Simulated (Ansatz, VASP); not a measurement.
# Two plane-wave programs on TaPb

```
Ta Pb
1.0
     3.48434    0.00000    0.00000
     0.00000    3.48434    0.00000
     0.00000    0.00000    3.48434
Ta Pb
1 1
Direct
  0.00000 0.00000 0.00000
  0.50000 0.50000 0.50000
```

Alike in both runs: task relaxation of cell and atoms; functional PBE; k mesh 16 × 16 × 16; occupations gaussian, width 0.1 eV; no spin polarisation.

```csv
,VASP,Ansatz
version,VASP 6.6.1,Ansatz 0.2.0
potentials or method,"VASP PAW PBE potentials, release 64 (Ta_pv, Pb_d), cutoff 600 eV","scalar-relativistic, plane waves, PAW"
valence electrons in the cell,25,27
```

|  | VASP | Ansatz | Ansatz less VASP |
| --- | --- | --- | --- |
| gap on the k mesh at the Fermi level, each at its own relaxed structure (eV) | none | none | - |
| relaxed volume (Å³/atom) | 21.24 | 21.23 | -0.009 |
| relaxed cell length with the largest relative difference (Å) | 3.489 | 3.489 | -0.0005 |

A gap of «none» marks a metal or a gap that the smearing closes. VASP's potentials hold 25 valence electrons a cell and Ansatz's 27, so a difference there can come from the potentials and not from the codes.

Neither program's run includes spin-orbit coupling.
